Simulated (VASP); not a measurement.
# SiNi (CsCl type) (Pm-3m) in VASP: further runs

Runs on SiNi (CsCl type). Level: PBE. Tasks: single point.

Everything below comes from runs of VASP 6.6.1. Logs are shortened: lines on timing, memory, paths and dates and some standing lists are left out, and cuts for length are marked.

**1. The cell of the first run**

It takes space group Pm-3m (No. 221, cubic). The conventional cell has a = 2.635 Å, b = 2.635 Å, c = 2.635 Å, α = 90.00°, β = 90.00°, γ = 90.00°. Ni (site symmetry m-3m) has 8 Si at 2.28 Å and 6 Ni at 2.64 Å within 3.0 Å. Within 3.0 Å of Si (site symmetry m-3m) lie 8 Ni at 2.28 Å and 6 Si at 2.64 Å.

**2. Single point, PBE (9.15 Å³/atom)**

File POSCAR:

```
SiNi
1.0
    2.6352412045      0.0000000000      0.0000000000
    0.0000000000      2.6352412045      0.0000000000
    0.0000000000      0.0000000000      2.6352412045
Ni Si
1 1
Direct
    0.0000000000      0.0000000000      0.0000000000
    0.5000000000      0.5000000000      0.5000000000
```

File INCAR.step1:

```
SYSTEM = SiNi
  ALGO = Normal
  EDIFF = 1E-6
  ENCUT = 520
  GGA = PE
  ISIF = 2
  ISMEAR = -1
  LASPH = .True.
  LCHARG = .True.
  LMAXMIX = 4
  LREAL = .False.
  LWAVE = .False.
  NBANDS = 14
  NELM = 80
  PREC = Accurate
  SIGMA = 0.1
```

File KPOINTS.step1:

```
k-points
0
Gamma
  15 15 15
  0 0 0
```

File INCAR.step2:

```
SYSTEM = SiNi
  ALGO = Normal
  EDIFF = 1E-6
  ENCUT = 520
  GGA = PE
  ICHARG = 11
  ISIF = 2
  ISMEAR = -5
  LASPH = .True.
  LCHARG = .False.
  LMAXMIX = 4
  LORBIT = 10
  LREAL = .False.
  LWAVE = .False.
  NEDOS = 2001
  NELM = 80
  PREC = Accurate
  SIGMA = 0.1
```

File KPOINTS.step2:

```
k-points
0
Gamma
  23 23 23
  0 0 0
```

Potentials or basis: VASP PAW PBE potentials, release 64 (Ni, Si).

Started as:

```bash
> cat potpaw_PBE.64/Ni/POTCAR potpaw_PBE.64/Si/POTCAR > POTCAR
> cp INCAR.step1 INCAR
> cp KPOINTS.step1 KPOINTS
> mpirun -np 1 vasp_std > vasp.out
> cp INCAR.step2 INCAR
> cp KPOINTS.step2 KPOINTS
> mpirun -np 1 vasp_std > vasp.out
```

OUTCAR:

```text
SYSTEM = SiNi
   EDIFF = 1E-6
   ENCUT = 520
   GGA = PE
   ICHARG = 11
   ISIF = 2
   ISMEAR = -5
   LASPH = .True.
   LORBIT = 10
   LREAL = .False.
   NELM = 80
   PREC = Accurate

 ion  position               nearest neighbor table
   1  0.000  0.000  0.000-   2 2.28   2 2.28   2 2.28   2 2.28   2 2.28   2 2.28   2 2.28   2 2.28

   2  0.500  0.500  0.500-   1 2.28   1 2.28   1 2.28   1 2.28   1 2.28   1 2.28   1 2.28   1 2.28

  LATTYP: Found a simple cubic cell.
 ALAT       =     2.6352412045

  Lattice vectors:

 A1 = (   2.6352412045,   0.0000000000,   0.0000000000)
 A2 = (   0.0000000000,   2.6352412045,   0.0000000000)
 A3 = (   0.0000000000,   0.0000000000,   2.6352412045)

Analysis of symmetry for initial positions (statically):
=====================================================================
 Subroutine PRICEL returns:
 Original cell was already a primitive cell.

 Routine SETGRP: Setting up the symmetry group for a
 simple cubic supercell.

 Subroutine GETGRP returns: Found 48 space group operations
 (whereof 48 operations were pure point group operations)
 out of a pool of 48 trial point group operations.

The static configuration has the point symmetry O_h .

Analysis of symmetry for dynamics (positions and initial velocities):
=====================================================================
 Subroutine PRICEL returns:
 Original cell was already a primitive cell.

 Routine SETGRP: Setting up the symmetry group for a
 simple cubic supercell.

 Subroutine GETGRP returns: Found 48 space group operations
 (whereof 48 operations were pure point group operations)
 out of a pool of 48 trial point group operations.

The dynamic configuration has the point symmetry O_h .

 Subroutine INISYM returns: Found 48 space group operations
 (whereof 48 operations are pure point group operations),
 and found     1 'primitive' translations

----------------------------------------------------------------------------------------

                                     Primitive cell

  volume of cell :      18.3004

  direct lattice vectors                    reciprocal lattice vectors
     2.635241205  0.000000000  0.000000000     0.379471905  0.000000000  0.000000000
     0.000000000  2.635241205  0.000000000     0.000000000  0.379471905  0.000000000
     0.000000000  0.000000000  2.635241205     0.000000000  0.000000000  0.379471905

  length of vectors
     2.635241205  2.635241205  2.635241205     0.379471905  0.379471905  0.379471905

  position of ions in fractional coordinates (direct lattice)
[... 98 lines left out ...]
   IALGO  =     38    algorithm
   IMIX   =      4    mixing-type and parameters
     AMIX     =   0.40;   BMIX     =  1.00
     AMIX_MAG =   1.60;   BMIX_MAG =  1.00
  volume/ion in A,a.u.               =       9.15        61.75
  Fermi-wavevector in a.u.,A,eV,Ry     =   1.497260  2.829411 30.501359  2.241787
  Thomas-Fermi vector in A             =   2.609171
   LORBIT       =     10    0 simple, 1 ext, 2 COOP (PROOUT), +10 PAW based schemes
   GGA     = PE    functional components
   LHFCALC =     F    Hartree Fock is set to
   AEXX    =    0.0000 exact exchange contribution
   IVDW    =     0    specifies the selected vdW correction
   LEPSILON=     F    determine dielectric tensor
   LRPA    =     F    only Hartree local field effects (RPA)
 non-spin polarized calculation
 Fermi weights with tetrahedron method with Bloechl corrections
  energy-cutoff  :      520.00
  volume of cell :       18.30
 maximum number of plane-waves:       508
 NGX is ok and might be reduce to    20

 number of electron      13.9999984 magnetization

 Free energy of the ion-electron system (eV)
  ---------------------------------------------------
  ext. energy  EPLUGINS =         0.00000000
  ---------------------------------------------------
  free energy    TOTEN  =       -10.70818750 eV

  energy without entropy =      -10.70818750  energy(sigma->0) =      -10.70818750

 E-fermi :  16.2462     XC(G=0): -13.7345

 val. band max:       16.4880615527   @ k =   0.2174   0.2174   0.2174
 cond. band min:      16.0673082720   @ k =   0.4348   0.4348   0.4348
 fundamental gap:     -0.4207532807
 Fermi energy:        16.2461804572

 k-point     1 :       0.0000    0.0000    0.0000
  band No.  band energies     occupation
      1      -0.6141      2.00000
      2      10.0316      2.00000
      3      10.0316      2.00000
      4      12.6914      2.00000
      5      12.6914      2.00000
      6      12.6914      2.00000
      7      18.6946      0.00000
      8      18.6946      0.00000
      9      18.6946      0.00000
     10      22.8173      0.00000
     11      22.8173      0.00000
[... 309 lines left out ...]
 k-point    24 :       0.0870    0.0870    0.0000
  band No.  band energies     occupation
      1      -0.2875      2.00000
      2       9.9777      2.00000
      3      10.0767      2.00000
      4      12.4355      2.00000
      5      12.5415      2.00000
      6      12.6274      2.00000
      7      17.5745      0.00000
      8      18.0206      0.00000
      9      19.2075      0.00000
     10      23.2897      0.00000
     11      24.5189      0.00000

 [... further k-points ...]

------------------------ aborting loop because EDIFF is reached ----------------------------------------

  FORCE on cell =-STRESS in cart. coord.  units (eV):
  Direction    XX          YY          ZZ          XY          YZ          ZX
  --------------------------------------------------------------------------------------
  -------------------------------------------------------------------------------------
  Total        7.3379931      7.3379931      7.3379931      0.0000000      0.0000000      0.0000000
  in kB      642.4314064    642.4314064    642.4314064      0.0000000      0.0000000      0.0000000
  external PRESSURE =     642.4314064 kB  Pullay stress =       0.0000000 kB

 VOLUME and BASIS-vectors are now :
 -----------------------------------------------------------------------------
  energy-cutoff  :      520.00
  volume of cell :       18.30
      direct lattice vectors                 reciprocal lattice vectors
     2.635241205  0.000000000  0.000000000     0.379471905  0.000000000  0.000000000
     0.000000000  2.635241205  0.000000000     0.000000000  0.379471905  0.000000000
     0.000000000  0.000000000  2.635241205     0.000000000  0.000000000  0.379471905

 POSITION                                       TOTAL-FORCE (eV/Angst)
 -----------------------------------------------------------------------------------
      0.00000      0.00000      0.00000         0.000000      0.000000      0.000000
      1.31762      1.31762      1.31762         0.000000      0.000000      0.000000
 -----------------------------------------------------------------------------------
    total drift:                                0.000000      0.000000     -0.000000

  FREE ENERGIE OF THE ION-ELECTRON SYSTEM (eV)
  ---------------------------------------------------
  free  energy   TOTEN  =       -10.7081874961 eV

  energy  without entropy=      -10.7081874961  energy(sigma->0) =      -10.70818750

 total charge

# of ion       s       p       d       tot
------------------------------------------
    1        0.555   0.865   8.673  10.093
    2        0.715   0.995   0.000   1.711
--------------------------------------------------
tot          1.270   1.860   8.673  11.803
```

OSZICAR.step1:

```text
N       E                     dE             d eps       ncg     rms          rms(c)
DAV:   1     0.510275399292E+02    0.51028E+02   -0.63981E+03  3512   0.122E+03
DAV:   2    -0.102323040042E+02   -0.61260E+02   -0.55016E+02  3624   0.213E+02
DAV:   3    -0.122982446252E+02   -0.20659E+01   -0.20438E+01  4164   0.422E+01
DAV:   4    -0.123189554059E+02   -0.20711E-01   -0.20703E-01  3974   0.390E+00
DAV:   5    -0.123193464228E+02   -0.39102E-03   -0.39101E-03  4244   0.570E-01    0.173E+01
DAV:   6    -0.128845435714E+02   -0.56520E+00   -0.25309E+01  3858   0.949E+01    0.139E+01
DAV:   7    -0.107529366072E+02    0.21316E+01   -0.90317E+00  3978   0.596E+01    0.428E+00
DAV:   8    -0.107306801670E+02    0.22256E-01   -0.17795E-01  3960   0.335E+00    0.162E+00
DAV:   9    -0.107152696966E+02    0.15410E-01   -0.34163E-02  4308   0.335E+00    0.283E-01
DAV:  10    -0.107151205514E+02    0.14915E-03   -0.12058E-03  4650   0.325E-01    0.805E-02
DAV:  11    -0.107151260793E+02   -0.55279E-05   -0.25126E-05  4164   0.449E-02    0.148E-02
DAV:  12    -0.107151225027E+02    0.35766E-05   -0.15877E-06  2938   0.118E-02    0.445E-03
DAV:  13    -0.107151217248E+02    0.77791E-06   -0.13455E-06  2192   0.169E-02
   1 F= -.10715122E+02 E0= -.10709143E+02  d E =-.119583E-01
```

It took 81 s on 1 thread of Intel Xeon 8259CL, shared host; peak memory 0.2 GiB.

Results:

```
Valence electrons inside the program's atomic spheres : Ni 10.09; Si 1.71
```

Caveat: tetrahedron occupations give inexact forces and stress in metals.

**3. Single point, PBE (9.15 Å³/atom)**

POSCAR is that of step 2.

File INCAR.step1:

```
ALGO = Normal ; EDIFF = 1E-6
ENCUT = 520 ; GGA = PE
ISIF = 2 ; ISMEAR = -1
LASPH = True ; LCHARG = True
LMAXMIX = 4 ; LREAL = False
LWAVE = False ; NBANDS = 14
NELM = 60 ; PREC = Accurate
SIGMA = 0.1
```

File KPOINTS.step1:

```
k-points
0
Gamma
  15 15 15
```

File INCAR.step2:

```
ALGO = Normal ; EDIFF = 1E-6
ENCUT = 520 ; GGA = PE
ICHARG = 11 ; ISIF = 2
ISMEAR = -5 ; LASPH = True
LCHARG = False ; LMAXMIX = 4
LORBIT = 11 ; LREAL = False
LWAVE = False ; NBANDS = 14
NEDOS = 1001 ; NELM = 60
PREC = Accurate ; SIGMA = 0.1
```

File KPOINTS.step2:

```
k-points
0
Gamma
  23 23 23
```

Potentials or basis: VASP PAW PBE potentials, release 64 (Ni, Si).

Started as:

```bash
> cat potpaw_PBE.64/Ni/POTCAR potpaw_PBE.64/Si/POTCAR > POTCAR
> cp INCAR.step1 INCAR
> cp KPOINTS.step1 KPOINTS
> mpirun -np 1 vasp_std > vasp.out
> cp INCAR.step2 INCAR
> cp KPOINTS.step2 KPOINTS
> mpirun -np 1 vasp_std > vasp.out
```

OUTCAR:

```text
EDIFF = 1E-6
   ENCUT = 520
   GGA = PE
   ICHARG = 11
   ISIF = 2
   ISMEAR = -5
   LASPH = True
   LORBIT = 11
   LREAL = False
   NELM = 60
   PREC = Accurate

 ion  position               nearest neighbor table
   1  0.000  0.000  0.000-   2 2.28   2 2.28   2 2.28   2 2.28   2 2.28   2 2.28   2 2.28   2 2.28

   2  0.500  0.500  0.500-   1 2.28   1 2.28   1 2.28   1 2.28   1 2.28   1 2.28   1 2.28   1 2.28

  LATTYP: Found a simple cubic cell.
 ALAT       =     2.6352412045

  Lattice vectors:

 A1 = (   2.6352412045,   0.0000000000,   0.0000000000)
 A2 = (   0.0000000000,   2.6352412045,   0.0000000000)
 A3 = (   0.0000000000,   0.0000000000,   2.6352412045)

Analysis of symmetry for initial positions (statically):
=====================================================================
 Subroutine PRICEL returns:
 Original cell was already a primitive cell.

 Routine SETGRP: Setting up the symmetry group for a
 simple cubic supercell.

 Subroutine GETGRP returns: Found 48 space group operations
 (whereof 48 operations were pure point group operations)
 out of a pool of 48 trial point group operations.

[... 566 lines left out ...]
      3      10.0767      2.00000
      4      12.4355      2.00000
      5      12.5415      2.00000
      6      12.6274      2.00000
      7      17.5745      0.00000
      8      18.0206      0.00000
      9      19.2075      0.00000
     10      23.2897      0.00000
     11      24.5189      0.00000
     12      30.7712      0.00000
     13      33.7415      0.00000
     14      35.1647      0.00000

 [... further k-points ...]

------------------------ aborting loop because EDIFF is reached ----------------------------------------

  FORCE on cell =-STRESS in cart. coord.  units (eV):
  Direction    XX          YY          ZZ          XY          YZ          ZX
  --------------------------------------------------------------------------------------
  -------------------------------------------------------------------------------------
  Total        7.3377767      7.3377767      7.3377767     -0.0000000     -0.0000000      0.0000000
  in kB      642.4124639    642.4124639    642.4124639     -0.0000000     -0.0000000      0.0000000
  external PRESSURE =     642.4124639 kB  Pullay stress =       0.0000000 kB

 VOLUME and BASIS-vectors are now :
 -----------------------------------------------------------------------------
  energy-cutoff  :      520.00
  volume of cell :       18.30
      direct lattice vectors                 reciprocal lattice vectors
     2.635241205  0.000000000  0.000000000     0.379471905  0.000000000  0.000000000
     0.000000000  2.635241205  0.000000000     0.000000000  0.379471905  0.000000000
     0.000000000  0.000000000  2.635241205     0.000000000  0.000000000  0.379471905

 POSITION                                       TOTAL-FORCE (eV/Angst)
 -----------------------------------------------------------------------------------
      0.00000      0.00000      0.00000         0.000000      0.000000      0.000000
      1.31762      1.31762      1.31762         0.000000      0.000000      0.000000
 -----------------------------------------------------------------------------------
    total drift:                                0.000000      0.000000     -0.000000

  FREE ENERGIE OF THE ION-ELECTRON SYSTEM (eV)
  ---------------------------------------------------
  free  energy   TOTEN  =       -10.7081875045 eV

  energy  without entropy=      -10.7081875045  energy(sigma->0) =      -10.70818750

 total charge

# of ion       s       p       d       tot
------------------------------------------
    1        0.555   0.865   8.673  10.093
    2        0.715   0.995   0.000   1.711
--------------------------------------------------
tot          1.270   1.860   8.673  11.803
```

Wall time 83 s (1 thread of Intel Xeon 8259CL, shared host); peak memory 0.22 GiB.

What came out:

```yaml
Valence_electrons_inside_the_program's_atomic_spheres: Ni 10.09; Si 1.71
```

Caveat: tetrahedron occupations give inexact forces and stress in metals. Spin polarisation is off, so any magnetic state and its effect on volume and gap are missing.
